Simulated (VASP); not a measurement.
# SiC (P6_3mc) in VASP: further runs

Aim: see how the results for SiC move with the level of theory and the settings. Levels: PBE, r2SCAN, HSE06. Tasks: single point.

Everything below comes from runs of VASP 6.6.1. Logs are shortened: lines on timing, memory, paths and dates and some standing lists are left out, and cuts for length are marked.

### 1 The cell of the first run

The structure is hexagonal, space group P6_3mc (No. 186). The conventional cell has a = 3.170 Å, b = 3.170 Å, c = 10.379 Å, α = 90.00°, β = 90.00°, γ = 120.00°. Within 2.6 Å of Si (site symmetry 3m) lie 4 C at 1.94 Å. Within 2.6 Å of Si (site symmetry 3m) lie 4 C at 1.94 to 1.95 Å. C (site symmetry 3m) has 4 Si at 1.94 Å within 2.6 Å. Within 2.6 Å of C (site symmetry 3m) lie 4 Si at 1.94 to 1.95 Å.

### 2 Single point, PBE (strain +3.0%)

INCAR

```
  PREC = Accurate
  ENCUT = 520
  EDIFF = 1E-6
  ISMEAR = -1
  SIGMA = 0.02
  LREAL = False
  LASPH = True
  NELM = 80
  ALGO = Normal
  ISIF = 2
  LWAVE = False
  LCHARG = True
  GGA = PE
  LELF = True
  LVHAR = True
  NBANDS = 26
```

KPOINTS

```
Automatic mesh
0
Gamma
  12 12 4
```

POSCAR

```
SiC
1.0
    3.1698816840      0.0000000000      0.0000000000
   -1.5849408420      2.7451980654      0.0000000000
    0.0000000000      0.0000000000     10.3790244696
Si C
4 4
Direct
    0.0000000000      0.0000000000     -0.0000981281
    0.3333333333      0.6666666667      0.2498281258
    0.0000000000      0.0000000000      0.4999018719
    0.6666666667      0.3333333333      0.7498281258
    0.0000000000      0.0000000000      0.1872691227
    0.3333333333      0.6666666667      0.4380008796
    0.0000000000      0.0000000000      0.6872691227
    0.6666666667      0.3333333333      0.9380008796
```

Potentials or basis: VASP PAW PBE potentials, release 64 (Si, C).

Started as:

```console
$ cat potpaw_PBE.64/Si/POTCAR potpaw_PBE.64/C/POTCAR > POTCAR
$ mpirun -np 1 vasp_std > vasp.out
```

OUTCAR:

```text
PREC = Accurate
   ENCUT = 520
   EDIFF = 1E-6
   ISMEAR = -1
   LREAL = False
   LASPH = True
   NELM = 80
   ISIF = 2
   GGA = PE

 ion  position               nearest neighbor table
   1  0.000  0.000  1.000-   8 1.94   8 1.94   8 1.94   5 1.94
   2  0.333  0.667  0.250-   5 1.94   5 1.94   5 1.94   6 1.95
   3  0.000  0.000  0.500-   6 1.94   6 1.94   6 1.94   7 1.94
   4  0.667  0.333  0.750-   7 1.94   7 1.94   7 1.94   8 1.95
   5  0.000  0.000  0.187-   2 1.94   2 1.94   2 1.94   1 1.94
   6  0.333  0.667  0.438-   3 1.94   3 1.94   3 1.94   2 1.95
   7  0.000  0.000  0.687-   4 1.94   4 1.94   4 1.94   3 1.94
   8  0.667  0.333  0.938-   1 1.94   1 1.94   1 1.94   4 1.95

  LATTYP: Found a hexagonal cell.
 ALAT       =     3.1698816840
 C/A-ratio  =     3.2742624187

  Lattice vectors:

 A1 = (   3.1698816840,   0.0000000000,   0.0000000000)
 A2 = (  -1.5849408420,   2.7451980654,   0.0000000000)
 A3 = (   0.0000000000,   0.0000000000,  10.3790244696)

Analysis of symmetry for initial positions (statically):
=====================================================================
 Subroutine PRICEL returns:
 Original cell was already a primitive cell.

 Routine SETGRP: Setting up the symmetry group for a
 hexagonal supercell.

 Subroutine GETGRP returns: Found 12 space group operations
 (whereof  6 operations were pure point group operations)
 out of a pool of 24 trial point group operations.

The static configuration has the point symmetry C_3v.
 The point group associated with its full space group is C_6v.

Analysis of symmetry for dynamics (positions and initial velocities):
=====================================================================
 Subroutine PRICEL returns:
 Original cell was already a primitive cell.

 Routine SETGRP: Setting up the symmetry group for a
 hexagonal supercell.

 Subroutine GETGRP returns: Found 12 space group operations
 (whereof  6 operations were pure point group operations)
 out of a pool of 24 trial point group operations.

The dynamic configuration has the point symmetry C_3v.
 The point group associated with its full space group is C_6v.

 Subroutine INISYM returns: Found 12 space group operations
 (whereof  6 operations are pure point group operations),
 and found     1 'primitive' translations

----------------------------------------------------------------------------------------

                                     Primitive cell

  volume of cell :      90.3178

  direct lattice vectors                    reciprocal lattice vectors
     3.169881684  0.000000000  0.000000000     0.315469188  0.182136220  0.000000000
    -1.584940842  2.745198065  0.000000000     0.000000000  0.364272441  0.000000000
     0.000000000  0.000000000 10.379024470     0.000000000  0.000000000  0.096348169

  length of vectors
     3.169881684  3.169881684 10.379024470     0.364272441  0.364272441  0.096348169

  position of ions in fractional coordinates (direct lattice)
     0.000000000  0.000000000  0.999901872
     0.333333333  0.666666667  0.249828126
     0.000000000  0.000000000  0.499901872
     0.666666667  0.333333333  0.749828126
     0.000000000  0.000000000  0.187269123
     0.333333333  0.666666667  0.438000880
     0.000000000  0.000000000  0.687269123
     0.666666667  0.333333333  0.938000880

  ion indices of the primitive-cell ions
   primitive index   ion index
                 1           1
                 2           2
                 3           3
                 4           4
                 5           5
                 6           6
                 7           7
                 8           8

----------------------------------------------------------------------------------------

 KPOINTS: Automatic mesh

Automatic generation of k-mesh.
 Grid dimensions read from file:
 generate k-points for:   12   12    4

 Generating k-lattice:

  Cartesian coordinates                     Fractional coordinates (reciprocal lattice)
     0.026289099  0.015178018  0.000000000     0.083333333  0.000000000  0.000000000
     0.000000000  0.030356037  0.000000000     0.000000000  0.083333333  0.000000000
     0.000000000  0.000000000  0.024087042     0.000000000  0.000000000  0.250000000

  Length of vectors
     0.030356037  0.030356037  0.024087042

  Shift w.r.t. Gamma in fractional coordinates (k-lattice)
     0.000000000  0.000000000  0.000000000

 Subroutine IBZKPT returns following result:
 ===========================================

 Found     57 irreducible k-points:

 Following reciprocal coordinates:
            Coordinates               Weight
  0.000000  0.000000  0.000000      1.000000
  0.083333  0.000000  0.000000      6.000000
  0.166667  0.000000  0.000000      6.000000
  0.250000  0.000000  0.000000      6.000000
  0.333333  0.000000  0.000000      6.000000
  0.416667  0.000000  0.000000      6.000000
[... 16 lines left out ...]
  0.250000  0.000000  0.250000     12.000000
  0.333333  0.000000  0.250000     12.000000
 [... further k-points ...]
   k-points           NKPTS =     57   k-points in BZ     NKDIM =     57   number of bands    NBANDS=     26
   number of dos      NEDOS =    301   number of ions     NIONS =      8
   total plane-waves  NPLWV =  46080
   dimension x,y,z NGX =    24 NGY =   24 NGZ =   80
   dimension x,y,z NGXF=    48 NGYF=   48 NGZF=  160
   ions per type =               4   4
   NGX,Y,Z   is equivalent  to a cutoff of  12.59, 12.59, 12.81 a.u.
   NGXF,Y,Z  is equivalent  to a cutoff of  25.17, 25.17, 25.63 a.u.
 SYSTEM =  unknown system
   PREC   = accura    normal or accurate (medium, high low for compatibility)
   ISTART =      0    job   : 0-new  1-cont  2-samecut
   ICHARG =      2    charge: 1-file 2-atom 10-const
   ISPIN  =      1    spin polarized calculation?
   LNONCOLLINEAR =      F non collinear calculations
   LSORBIT =      F    spin-orbit coupling
   LASPH  =      T    aspherical Exc in radial PAW
   ENCUT  =  520.0 eV  38.22 Ry    6.18 a.u.   5.89  5.89 19.30*2*pi/ulx,y,z
   NELM   =     80;   NELMIN=  2; NELMDL= -5     # of ELM steps
   EDIFF  = 0.1E-05   stopping-criterion for ELM
   LREAL  =      F    real-space projection
   EDIFFG = 0.1E-04   stopping-criterion for IOM
   NSW    =      0    number of steps for IOM
   IBRION =     -1    ionic relax: 0-MD 1-quasi-New 2-CG
   NFREE  =      0    steps in history (QN), initial steepest desc. (CG)
   ISIF   =      2    stress and relaxation
   ISYM   =      2    0-nonsym 1-usesym 2-fastsym
   POTIM  = 0.5000    time-step for ionic-motion
   TEBEG  =    0.0;   TEEND  =   0.0 temperature during run
   PSTRESS=    0.0 pullay stress
   NELECT =      32.0000    total number of electrons
   NUPDOWN=      -1.0000    fix difference up-down
   EMIN   =  10.00;   EMAX   =-10.00  energy-range for DOS
   EFERMI =   0.00;   METHOD = LEGACY
   ISMEAR =    -1;   SIGMA  =   0.02  broadening in eV -4-tet -1-fermi 0-gaus
   EFERMI_NEDOS =   21; number of points for ismear=-14 and -15
   IALGO  =     38    algorithm
   IMIX   =      4    mixing-type and parameters
     AMIX     =   0.40;   BMIX     =  1.00
     AMIX_MAG =   1.60;   BMIX_MAG =  1.00
  volume/ion in A,a.u.               =      11.29        76.19
  Fermi-wavevector in a.u.,A,eV,Ry     =   1.158423  2.189102 18.258246  1.341943
  Thomas-Fermi vector in A             =   2.295025
   LORBIT       =      0    0 simple, 1 ext, 2 COOP (PROOUT), +10 PAW based schemes
   GGA     = PE    functional components
   LHFCALC =     F    Hartree Fock is set to
   AEXX    =    0.0000 exact exchange contribution
   IVDW    =     0    specifies the selected vdW correction
   LEPSILON=     F    determine dielectric tensor
   LRPA    =     F    only Hartree local field effects (RPA)
 non-spin polarized calculation
  energy-cutoff  :      520.00
  volume of cell :       90.32
 maximum number of plane-waves:      2460
 NGX is ok and might be reduce to    24
   NGX = 11   NGY = 11   NGZ = 39

 number of electron      32.0000000 magnetization

 Free energy of the ion-electron system (eV)
  ---------------------------------------------------
  ext. energy  EPLUGINS =         0.00000000
  ---------------------------------------------------
  free energy    TOTEN  =       -59.96759407 eV

  energy without entropy =      -59.96759407  energy(sigma->0) =      -59.96759407

 E-fermi :   7.6104     XC(G=0): -10.9759

 val. band max:        7.2181763668   @ k =   0.0000   0.0000   0.0000
 cond. band min:       9.4189481716   @ k =   0.5000   0.0000   0.0000
 fundamental gap:      2.2007718048
 Fermi energy:         7.6103911111

 k-point     1 :       0.0000    0.0000    0.0000
  band No.  band energies     occupation
      1      -7.5871      2.00000
      2      -6.4934      2.00000
      3      -6.4589      2.00000
      4      -4.3363      2.00000
      5      -0.9161      2.00000
      6       2.9905      2.00000
[... 18 lines left out ...]
     25      14.0094      0.00000
     26      14.8190      0.00000

 k-point     2 :       0.0833    0.0000    0.0000
  band No.  band energies     occupation
      1      -7.4746      2.00000
      2      -6.3849      2.00000
      3      -6.3499      2.00000
      4      -4.2410      2.00000
      5      -0.8170      2.00000
      6       3.0175      2.00000
[... 18 lines left out ...]
     25      14.1931      0.00000
     26      14.5296      0.00000

 k-point     3 :       0.1667    0.0000    0.0000
  band No.  band energies     occupation
      1      -7.1405      2.00000
      2      -6.0635      2.00000
      3      -6.0271      2.00000
      4      -3.9643      2.00000
      5      -0.5323      2.00000
      6       2.9663      2.00000
[... 572 lines left out ...]
 k-point    23 :       0.2500    0.0000    0.2500
  band No.  band energies     occupation
      1      -6.5265      2.00000
      2      -5.9842      2.00000
      3      -4.9663      2.00000
      4      -3.7956      2.00000
      5       0.1905      2.00000
      6       1.6709      2.00000
[... 18 lines left out ...]
     25      15.2972      0.00000
     26      15.6804      0.00000

 k-point    24 :       0.3333    0.0000    0.2500
  band No.  band energies     occupation
      1      -5.8002      2.00000
      2      -5.2827      2.00000
      3      -4.3295      2.00000
      4      -3.2965      2.00000
      5       0.1742      2.00000
      6       0.7123      2.00000
[... 18 lines left out ...]
     25      15.2382      0.00000
     26      15.8958      0.00000

 [... further k-points ...]
[... 5 lines left out ...]
  --------------------------------------------------------------------------------------
  -------------------------------------------------------------------------------------
  Total       -7.5945037     -7.5945037     -7.5385869      0.0000000      0.0000000     -0.0000000
  in kB     -134.7214372   -134.7214372   -133.7295098      0.0000000      0.0000000     -0.0000000
  external PRESSURE =    -134.3907947 kB  Pullay stress =       0.0000000 kB

 VOLUME and BASIS-vectors are now :
 -----------------------------------------------------------------------------
  energy-cutoff  :      520.00
  volume of cell :       90.32
      direct lattice vectors                 reciprocal lattice vectors
     3.169881684  0.000000000  0.000000000     0.315469188  0.182136220  0.000000000
    -1.584940842  2.745198065  0.000000000     0.000000000  0.364272441  0.000000000
     0.000000000  0.000000000 10.379024470     0.000000000  0.000000000  0.096348169

 POSITION                                       TOTAL-FORCE (eV/Angst)
 -----------------------------------------------------------------------------------
      0.00000      0.00000     10.37801        -0.000000     -0.000000     -0.005911
     -0.00000      1.83013      2.59297        -0.000000     -0.000000      0.003528
      0.00000      0.00000      5.18849        -0.000000      0.000000     -0.005911
      1.58494      0.91507      7.78248         0.000000      0.000000      0.003528
      0.00000      0.00000      1.94367         0.000000     -0.000000      0.006037
     -0.00000      1.83013      4.54602         0.000000      0.000000     -0.003654
      0.00000      0.00000      7.13318        -0.000000      0.000000      0.006037
      1.58494      0.91507      9.73553        -0.000000     -0.000000     -0.003654
 -----------------------------------------------------------------------------------
    total drift:                                0.000000      0.000000     -0.000387

  FREE ENERGIE OF THE ION-ELECTRON SYSTEM (eV)
  ---------------------------------------------------
  free  energy   TOTEN  =       -59.9675940738 eV

  energy  without entropy=      -59.9675940737  energy(sigma->0) =      -59.96759407
```

It took 52 s on 1 thread of Intel Xeon 6975P-C (Granite Rapids), shared host; peak memory 0.25 GiB.

Results:

| Quantity | Value |
| --- | --- |
| Free energy | -59.9676 eV |
| Pressure | -13.4 GPa |
| Largest force | 0.006 eV/Å |
| Band gap on the k mesh | 2.20 eV, indirect (least direct gap 3.30 eV) |

Forces in eV/Å, atoms in the order of the input:
```
Si   0.000  0.000 -0.006
Si   0.000  0.000  0.004
Si   0.000  0.000 -0.006
Si   0.000  0.000  0.004
C    0.000  0.000  0.006
C    0.000  0.000 -0.004
C    0.000  0.000  0.006
C    0.000  0.000 -0.004
```

Caveat: the cell differs from its parent crystal (strain +3.0%). A k mesh can miss the band edges.

### 3 Single point, r2SCAN (strain -3.0%)

POSCAR

```
SiC
1.0
    2.9852283820      0.0000000000      0.0000000000
   -1.4926141910      2.5852836149      0.0000000000
    0.0000000000      0.0000000000      9.7744211025
Si C
4 4
Direct
    0.0000000000      0.0000000000     -0.0001885079
    0.3333333333      0.6666666667      0.2499845726
    0.0000000000      0.0000000000      0.4998114921
    0.6666666667      0.3333333333      0.7499845726
    0.0000000000      0.0000000000      0.1872875697
    0.3333333333      0.6666666667      0.4379163656
    0.0000000000      0.0000000000      0.6872875697
    0.6666666667      0.3333333333      0.9379163656
```

INCAR.step1

```
PREC = Accurate
ENCUT = 520
ISMEAR = 0
SIGMA = 0.01
LREAL = False
LASPH = True
NELM = 60
NBANDS = 26
GGA = PE
ALGO = Normal
EDIFF = 1E-4
LWAVE = True
LCHARG = False
```

INCAR.step2

```
PREC = Accurate
ENCUT = 520
EDIFF = 1E-7
ISMEAR = 0
SIGMA = 0.01
LREAL = False
LASPH = True
NELM = 60
ALGO = Normal
ISIF = 2
LWAVE = False
LCHARG = False
METAGGA = R2SCAN
LMIXTAU = True
NBANDS = 26
ISTART = 1
```

KPOINTS

```
regular mesh
0
Gamma
  12 12 4
```

Potentials or basis: VASP PAW PBE potentials, release 64 (Si, C).

Started as:

```console
$ cat potpaw_PBE.64/Si/POTCAR potpaw_PBE.64/C/POTCAR > POTCAR
$ cp INCAR.step1 INCAR
$ mpirun -np 1 vasp_std > vasp.out
$ cp INCAR.step2 INCAR
$ mpirun -np 1 vasp_std > vasp.out
```

OUTCAR:

```text
PREC = Accurate
   ENCUT = 520
   EDIFF = 1E-7
   ISMEAR = 0
   LREAL = False
   LASPH = True
   NELM = 60
   ISIF = 2
   METAGGA = R2SCAN
   ISTART = 1

 ion  position               nearest neighbor table
   1  0.000  0.000  1.000-   8 1.83   8 1.83   8 1.83   5 1.83   4 2.99   4 2.99   4 2.99   2 2.99
                             2 2.99   2 2.99
   2  0.333  0.667  0.250-   5 1.83   5 1.83   5 1.83   6 1.84   3 2.99   3 2.99   3 2.99   1 2.99
                             1 2.99   1 2.99
   3  0.000  0.000  0.500-   6 1.83   6 1.83   6 1.83   7 1.83   2 2.99   2 2.99   2 2.99   4 2.99
                             4 2.99   4 2.99
   4  0.667  0.333  0.750-   7 1.83   7 1.83   7 1.83   8 1.84   1 2.99   1 2.99   1 2.99   3 2.99
                             3 2.99   3 2.99
   5  0.000  0.000  0.187-   2 1.83   2 1.83   2 1.83   1 1.83
   6  0.333  0.667  0.438-   3 1.83   3 1.83   3 1.83   2 1.84
   7  0.000  0.000  0.687-   4 1.83   4 1.83   4 1.83   3 1.83
   8  0.667  0.333  0.938-   1 1.83   1 1.83   1 1.83   4 1.84

  LATTYP: Found a hexagonal cell.
 ALAT       =     2.9852283820
 C/A-ratio  =     3.2742624187

  Lattice vectors:

 A1 = (   2.9852283820,   0.0000000000,   0.0000000000)
[... 194 lines left out ...]
 val. band max:        9.1279446837   @ k =   0.0000   0.0000   0.0000
 cond. band min:      11.7730146859   @ k =   0.5000   0.0000   0.0000
 fundamental gap:      2.6450700022
 Fermi energy:         9.2063237689

 k-point     1 :       0.0000    0.0000    0.0000
  band No.  band energies     occupation
      1      -7.8962      2.00000
      2      -6.5856      2.00000
      3      -6.5435      2.00000
      4      -3.9116      2.00000
      5      -0.3089      2.00000
      6       4.3834      2.00000
[... 685 lines left out ...]
     25      19.1512      0.00000
     26      19.6828      0.00000

 [... further k-points ...]
[... 5 lines left out ...]
  --------------------------------------------------------------------------------------
  -------------------------------------------------------------------------------------
  Total       11.6012128     11.6012128     11.4225988      0.0000000      0.0000000      0.0000000
  in kB      246.3979981    246.3979981    242.6044179      0.0000000      0.0000000      0.0000000
  external PRESSURE =     245.1334714 kB  Pullay stress =       0.0000000 kB

 VOLUME and BASIS-vectors are now :
 -----------------------------------------------------------------------------
  energy-cutoff  :      520.00
  volume of cell :       75.44
      direct lattice vectors                 reciprocal lattice vectors
     2.985228382  0.000000000  0.000000000     0.334982746  0.193402378  0.000000000
    -1.492614191  2.585283615  0.000000000     0.000000000  0.386804757  0.000000000
     0.000000000  0.000000000  9.774421102     0.000000000  0.000000000  0.102307849

 POSITION                                       TOTAL-FORCE (eV/Angst)
 -----------------------------------------------------------------------------------
      0.00000      0.00000      9.77258        -0.000000      0.000000      0.001962
     -0.00000      1.72352      2.44345         0.000000     -0.000000      0.000715
      0.00000      0.00000      4.88537         0.000000     -0.000000      0.001962
      1.49261      0.86176      7.33067        -0.000000      0.000000      0.000715
      0.00000      0.00000      1.83063        -0.000000      0.000000      0.000193
     -0.00000      1.72352      4.28038         0.000000     -0.000000     -0.002870
      0.00000      0.00000      6.71784         0.000000      0.000000      0.000193
      1.49261      0.86176      9.16759        -0.000000      0.000000     -0.002870
 -----------------------------------------------------------------------------------
    total drift:                                0.000000      0.000000      0.002221

  FREE ENERGIE OF THE ION-ELECTRON SYSTEM (eV)
  ---------------------------------------------------
  free  energy   TOTEN  =       -76.7969117911 eV

  energy  without entropy=      -76.7969117911  energy(sigma->0) =      -76.79691179
```

It took 3.2 min on 1 thread of Intel Xeon 6975P-C (Granite Rapids), shared host; peak memory 0.25 GiB.

What came out:

```
Free energy            : -76.7969 eV
Pressure               : 24.5 GPa
Band gap on the k mesh : 2.65 eV, indirect (least direct gap 3.84 eV)
```

Forces on the atoms (eV/Å):
```
Si   0.000  0.000  0.002
Si   0.000  0.000  0.001
Si   0.000  0.000  0.002
Si   0.000  0.000  0.001
C    0.000  0.000  0.000
C    0.000  0.000 -0.003
C    0.000  0.000  0.000
C    0.000  0.000 -0.003
```

Levels at points of the mesh, in eV from the valence-band top:
| k point | band 13 | band 14 | band 15 | band 16 | band 17 | band 18 | band 19 | band 20 |
| --- | --- | --- | --- | --- | --- | --- | --- | --- |
| (0.00, 0.00, 0.00) | -0.62 | -0.06 | 0.00 | 0.00 | 6.54 | 7.12 | 7.80 | 7.99 |
| (0.50, 0.00, 0.00) | -2.59 | -2.42 | -1.71 | -1.20 | 2.65 | 2.88 | 5.03 | 5.86 |
| (0.00, 0.00, 0.50) | -0.22 | -0.22 | -0.22 | -0.22 | 6.75 | 6.75 | 8.17 | 8.17 |
| (0.50, 0.00, 0.50) | -2.70 | -2.70 | -1.68 | -1.68 | 3.14 | 3.14 | 4.95 | 4.95 |

Caveat: the cell differs from its parent crystal (strain -3.0%); the PAW data sets were made with another functional, which shifts forces and pressure a little.

(Continued in part 2 of 2.)
